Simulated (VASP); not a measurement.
Write the native input for VASP 6.6.1 that does the following.

| Property | Result |
| --- | --- |
| Task | single point |
| Functional | r2SCAN |
| Potentials or basis | VASP PAW PBE potentials, release 64 (Zn, S) |
| Cutoff | 520 eV |
| k mesh | 4 × 4 × 4 |
| Occupations | gaussian, width 0.05 eV |
| Spin | no spin polarisation |
| Dipole correction | no |
| Further INCAR settings | ALGO = Normal; EDIFF = 1e-07; NBANDS = 46 |

ZnS:

```
Zn S
1.0
     5.61325    0.07255   -0.21304
    -0.07255   -5.27527   -0.05992
     0.21304   -0.05992   -5.41079
Zn S
4 4
Direct
  0.99377 0.49552 0.49950
  0.49234 0.98842 0.50253
  0.49604 0.50235 0.99712
  0.00113 0.00578 0.00867
  0.75953 0.76047 0.75027
  0.24870 0.26130 0.75639
  0.26775 0.74808 0.25915
  0.74075 0.23809 0.22636
```

This cell differs from its parent crystal: atoms moved at random and the cell strained at random.

One way to write it, as run:

POSCAR

```
ZnS
1.0
    5.6132515995      0.0725451967     -0.2130356532
   -0.0725451967     -5.2752729370     -0.0599181066
    0.2130356532     -0.0599181066     -5.4107909470
Zn S
4 4
Direct
   -0.0062321685      0.4955185856      0.4994962106
    0.4923427045     -0.0115794378      0.5025265764
    0.4960405754      0.5023504004     -0.0028796459
    0.0011266569      0.0057753767      0.0086747474
    0.7595260366      0.7604681348      0.7502731094
    0.2486960515      0.2613002812      0.7563935652
    0.2677480925      0.7480795767      0.2591533859
    0.7407520511      0.2380870824      0.2263620511
```

INCAR.step1

```
PREC = Accurate
ENCUT = 520
ISMEAR = 0
SIGMA = 0.05
LREAL = F
LASPH = T
NELM = 60
NBANDS = 46
GGA = PE
ALGO = Normal
EDIFF = 1E-4
LWAVE = T
LCHARG = F
```

INCAR.step2

```
PREC = Accurate
ENCUT = 520
EDIFF = 1E-7
ISMEAR = 0
SIGMA = 0.05
LREAL = F
LASPH = T
NELM = 60
ALGO = Normal
ISIF = 2
LWAVE = F
LCHARG = T
METAGGA = R2SCAN
LMIXTAU = T
LELF = T
LVHAR = T
NBANDS = 46
ISTART = 1
```

KPOINTS

```
regular mesh
0
Gamma
  4 4 4
```

Potentials or basis: VASP PAW PBE potentials, release 64 (Zn, S).

Command:

```sh
$ cat potpaw_PBE.64/Zn/POTCAR potpaw_PBE.64/S/POTCAR > POTCAR
$ cp INCAR.step1 INCAR
$ mpirun -np 1 vasp_std > vasp.out
$ cp INCAR.step2 INCAR
$ mpirun -np 1 vasp_std > vasp.out
```

It gave:

```json
{
 "Pressure": "-0.9 GPa",
 "Largest force": "1.438 eV/Å",
 "Band gap on the k mesh": "2.32 eV"
}
```

Caveat: the cell differs from its parent crystal (atoms moved at random and the cell strained at random); the PAW data sets were made with another functional, which shifts forces and pressure a little.

It took 14 min on 1 thread of Oxide Virtual Turin-like Processor, on a shared host, peak memory 0.36 GiB.
